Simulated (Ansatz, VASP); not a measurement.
**One calculation of Cs2H, two programs**

```
Cs H
1.0
     6.43421    0.00000    0.00000
    -3.21711    5.57219    0.00000
     0.00000    0.00000    5.38130
Cs H
2 1
Direct
  0.33333 0.66667 0.50000
  0.66667 0.33333 0.50000
  0.00000 0.00000 0.50000
```

Alike in both runs: functional PBE; k mesh 6 × 6 × 4; occupations gaussian, width 0.1 eV; no spin polarisation.

Ansatz relaxed the structure, and its values are those at the end. VASP's run is a single point on that final structure, the one shown.

|  | VASP | Ansatz |
| --- | --- | --- |
| version | VASP 6.6.1 | Ansatz 0.2.0 |
| potentials or method | VASP PAW PBE potentials, release 64 (Cs_sv, H), cutoff 520 eV | scalar-relativistic, plane waves, PAW |
| valence electrons in the cell | 19 | 19 |

|  | VASP | Ansatz | Ansatz less VASP |
| --- | --- | --- | --- |
| gap on the k mesh at the Fermi level (eV) | none | none | - |
| pressure (GPa) | 0.0 | 0.0 | 0.00 |

A gap of «none» marks a metal or a gap that the smearing closes. With one functional, cell and mesh, what is left measures potentials, basis and numerics.

Neither program's run includes spin-orbit coupling.
